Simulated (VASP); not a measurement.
# Ge: single point with PBEsol

The system is Ge.

```
Ge
1.0
     3.84781    0.00000    0.00000
    -1.92390    3.33230    0.00000
     0.00000    0.00000    6.35514
Ge
4
Direct
  0.33333 0.66667 0.93677
  0.66667 0.33333 0.43677
  0.33333 0.66667 0.56323
  0.66667 0.33333 0.06323
```

This isn't the form of Ge at room conditions, which is diamond.

```yaml
Program: VASP 6.6.1
Task: single point
Functional: PBEsol
Potentials_or_basis: VASP PAW PBE potentials, release 64 (Ge_d)
Cutoff: 520 eV
k_mesh: 8 × 8 × 4
Occupations: fermi-dirac, width 0.05 eV
Spin: no spin polarisation
```

```
Pressure               : 9.9 GPa
Band gap on the k mesh : 0.03 eV
```

Levels at points of the mesh, in eV from the valence-band top:
```
           k point  band 24  band 25  band 26  band 27  band 28  band 29  band 30  band 31  band 32  band 33
(0.00, 0.00, 0.00)    -1.84    -1.84    -0.37     0.00     0.00     0.03     0.88     2.06     2.06     2.70
(0.50, 0.00, 0.00)    -7.24    -5.40    -3.66    -3.47    -1.79     0.16     1.79     3.29     3.54     4.43
(0.00, 0.00, 0.50)    -5.22    -1.14    -1.14    -1.14    -1.14     0.87     0.87     3.27     3.27     3.27
(0.50, 0.00, 0.50)    -8.55    -3.03    -3.03    -2.91    -2.91     0.37     0.37     1.78     1.78     6.26
```

Run time: 2.2 min on 1 thread of Intel Xeon 8259CL, with other jobs on the host, peak memory 0.22 GiB.

Caveat: the cell stands under pressure; semilocal functionals underestimate gaps, and a narrow one can read as zero; the PAW data sets were made with another functional, which shifts forces and pressure a little. A k mesh can miss the band edges.
